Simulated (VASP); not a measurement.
# Sb: relaxation of shape and atoms at fixed volume with PBE

Crystal: Sb.

```
Sb
1.0
     3.16984    0.00000    0.00000
    -1.58492    2.74516    0.00000
     0.00000    0.00000    3.01581
Sb
1
Direct
  0.00000 0.00000 0.00000
```

* Program: VASP 6.6.1
* Task: relaxation of shape and atoms at fixed volume
* Functional: PBE
* Potentials or basis: VASP PAW PBE potentials, release 64 (Sb)
* Cutoff: 600 eV
* k mesh: 13 × 13 × 12
* Occupations: fermi-dirac, width 0.05 eV
* Spin: no spin polarisation
* Dipole correction: no
* Further INCAR settings: ALGO = Normal; EDIFF = 1e-07; IBRION = 2; EDIFFG = -0.005; NSW = 50; ISIF = 4

| Quantity | Value |
| --- | --- |
| Energy gained by relaxing | 0.0 meV/atom |
| Ionic steps | 2 |
| Pressure after relaxing | 7.6 GPa |

Final structure:
```
Sb
1.0
     3.16833    0.00000    0.00000
    -1.58417    2.74386    0.00000
     0.00000    0.00000    3.01868
Sb
1
Cartesian
  0.0000 0.0000 0.0000
```

Levels at points of the mesh, in eV from the Fermi level:
```tsv
k point	band 1	band 2	band 3	band 4	band 5	band 6
(0.00, 0.00, 0.00)	-13.29	3.25	5.10	5.10	6.92	10.28
(0.00, 0.00, 0.50)	-10.58	-6.37	7.46	7.46	11.84	12.29
```

It took 14 s on 1 thread of Intel(R) Xeon(R) 6975P-C (Granite Rapids), with other jobs on the host, peak memory 0.16 GiB.

Caveat: spin-orbit coupling is left out, which moves the levels of the heavy elements.
